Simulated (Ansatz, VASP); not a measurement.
**One calculation of TaN, two programs**

The input INCAR:

```
SYSTEM = TaN
PREC = Accurate
ENCUT = 520
EDIFF = 1E-7
ISMEAR = -1
SIGMA = 0.05
LREAL = .FALSE.
LASPH = .TRUE.
NELM = 80
ALGO = Normal
ISIF = 2
LWAVE = .FALSE.
LCHARG = .TRUE.
GGA = PE
LELF = .TRUE.
LVHAR = .TRUE.
NBANDS = 33
```

File KPOINTS:

```
regular mesh
0
G
  5 5 7
  0 0 0
```

File POSCAR:

```
TaN
1.0
    5.1850002000      0.0000000000      0.0000000000
   -2.5925001000      4.4903418900      0.0000000000
    0.0000000000      0.0000000000      3.0243205512
Ta N
3 3
Direct
    0.0000000000      0.0000000000      0.0000000000
    0.3333333333      0.6666666667      0.5000000000
    0.6666666667      0.3333333333      0.5000000000
    0.5000000000      0.0000000000      0.0000000000
    0.5000000000      0.5000000000      0.0000000000
    0.0000000000      0.5000000000      0.0000000000
```

The input input.yaml:

```yaml
crystal:
  lattice:
    - [5.1850002, 0.0, 0.0]
    - [-2.5925001, 4.49034189, 0.0]
    - [0.0, 0.0, 3.0243205512]
  atoms:
    - { symbol: Ta, position: [0.0, 0.0, 0.0] }
    - { symbol: Ta, position: [0.3333333333, 0.6666666667, 0.5] }
    - { symbol: Ta, position: [0.6666666667, 0.3333333333, 0.5] }
    - { symbol: "N", position: [0.5, 0.0, 0.0] }
    - { symbol: "N", position: [0.5, 0.5, 0.0] }
    - { symbol: "N", position: [0.0, 0.5, 0.0] }
hamiltonian:
  xc: pbe
  pseudopotentials: { kind: paw }
kpoints:
  mp_grid: { grid: [5, 5, 7] }
scf:
  occupations: { method: fermi_dirac, width: 0.05 }
output:
  forces: true
  stress: true
  eigenvalues: true
  write_density: true
  write_potential: true
  elf: true
  volumetric_format: npy
```

Alike in both runs: task single point; functional PBE; k mesh 5 × 5 × 7; occupations fermi-dirac, width 0.05 eV; no spin polarisation.

|  | VASP | Ansatz |
| --- | --- | --- |
| version | VASP 6.6.1 | Ansatz 0.2.0 |
| potentials or method | VASP PAW PBE potentials, release 64 (Ta_pv, N) | Ansatz PAW |
| plane-wave cutoff (eV) | 520 | 420 |
| valence electrons in the cell | 48 | 54 |

Ansatz gave:

| Property | Result |
| --- | --- |
| gap on the k mesh at the Fermi level (eV) | none |
| pressure (GPa) | -4.5 |
| traceless stress, the component that is largest in VASP (GPa) | -14.18 |

Question: Estimate VASP's values.

Answer: gap on the k mesh at the Fermi level (eV): none; pressure (GPa): -3.9; traceless stress, the component that is largest in VASP (GPa): -14.04.

A gap of «none» marks a metal or a gap that the smearing closes. VASP's potentials hold 48 valence electrons a cell and Ansatz's 54, so a difference there can come from the potentials and not from the codes.

Neither program's run includes spin-orbit coupling.
